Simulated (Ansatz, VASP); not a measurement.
One calculation of NaSc, two programs

Contents of INCAR:

```
SYSTEM = NaSc
PREC     = Accurate       ! precision mode
ENCUT    = 600            ! plane-wave cutoff, eV
EDIFF    = 1E-6           ! SCF threshold, eV
ISMEAR   = 0              ! smearing method
SIGMA    = 0.1            ! smearing width, eV
LREAL    = .FALSE.        ! projectors in reciprocal space
LASPH    = .TRUE.         ! aspherical terms in the spheres
NELM     = 80             ! most SCF steps
ALGO     = Fast           ! electronic algorithm
ISIF     = 3              ! what is computed and relaxed
LWAVE    = .FALSE.        ! write WAVECAR
LCHARG   = .FALSE.        ! write CHGCAR
GGA      = PE             ! functional
IBRION   = 2              ! ionic algorithm
NSW      = 100            ! ionic steps
EDIFFG   = -0.01          ! ionic threshold
```

File KPOINTS:

```
regular mesh
0
G
  6 6 6
  0 0 0
```

POSCAR

```
NaSc
1.0
    6.0905873030      0.0000000000      0.0000000000
    0.0000000000      6.0905873030      0.0000000000
    0.0000000000      0.0000000000      6.0905873030
Na Sc
4 4
Direct
    0.1557979518      0.1557979518      0.1557979518
    0.3442020482      0.8442020482      0.6557979518
    0.6557979518      0.3442020482      0.8442020482
    0.8442020482      0.6557979518      0.3442020482
    0.8492196876      0.8492196876      0.8492196876
    0.6507803124      0.1507803124      0.3492196876
    0.3492196876      0.6507803124      0.1507803124
    0.1507803124      0.3492196876      0.6507803124
```

Input for Ansatz:

```yaml
crystal:
  lattice:
    - [6.090587303, 0.0, 0.0]
    - [0.0, 6.090587303, 0.0]
    - [0.0, 0.0, 6.090587303]
  atoms:
    - { symbol: Na, position: [0.1557979518, 0.1557979518, 0.1557979518] }
    - { symbol: Na, position: [0.3442020482, 0.8442020482, 0.6557979518] }
    - { symbol: Na, position: [0.6557979518, 0.3442020482, 0.8442020482] }
    - { symbol: Na, position: [0.8442020482, 0.6557979518, 0.3442020482] }
    - { symbol: Sc, position: [0.8492196876, 0.8492196876, 0.8492196876] }
    - { symbol: Sc, position: [0.6507803124, 0.1507803124, 0.3492196876] }
    - { symbol: Sc, position: [0.3492196876, 0.6507803124, 0.1507803124] }
    - { symbol: Sc, position: [0.1507803124, 0.3492196876, 0.6507803124] }
basis:
  ecutwfc: 420
kpoints:
  mp_grid: { grid: [6, 6, 6] }
hamiltonian:
  xc: pbe
scf:
  occupations: { method: gaussian, width: 0.1 }
output:
  forces: true
  stress: true
  eigenvalues: true
  write_density: true
  write_potential: true
  elf: true
  volumetric_format: npy
relax:
  adjacent_minimum: "off"
  f_tol: 0.01
  max_steps: 80
  cell: { stress_tol: 0.05 }
```

Alike in both runs: task relaxation of cell and atoms; functional PBE; k mesh 6 × 6 × 6; occupations gaussian, width 0.1 eV; no spin polarisation.

|  | VASP | Ansatz |
| --- | --- | --- |
| version | VASP 6.6.1 | Ansatz 0.2.0 |
| potentials or method | VASP PAW PBE potentials, release 64 (Na_pv, Sc_sv), cutoff 600 eV | scalar-relativistic, plane waves, PAW |
| valence electrons in the cell | 72 | 80 |

|  | VASP | Ansatz | Ansatz less VASP |
| --- | --- | --- | --- |
| gap on the k mesh at the Fermi level, each at its own relaxed structure (eV) | none | none | - |
| relaxed volume (Å³/atom) | 28.51 | 28.51 | +0.004 |
| relaxed length of the cell vector where the two differ most in proportion (Å) | 6.110 | 6.110 | +0.0003 |

A gap of «none» marks a metal or a gap that the smearing closes. VASP's potentials hold 72 valence electrons a cell and Ansatz's 80, so a difference there can come from the potentials and not from the codes.
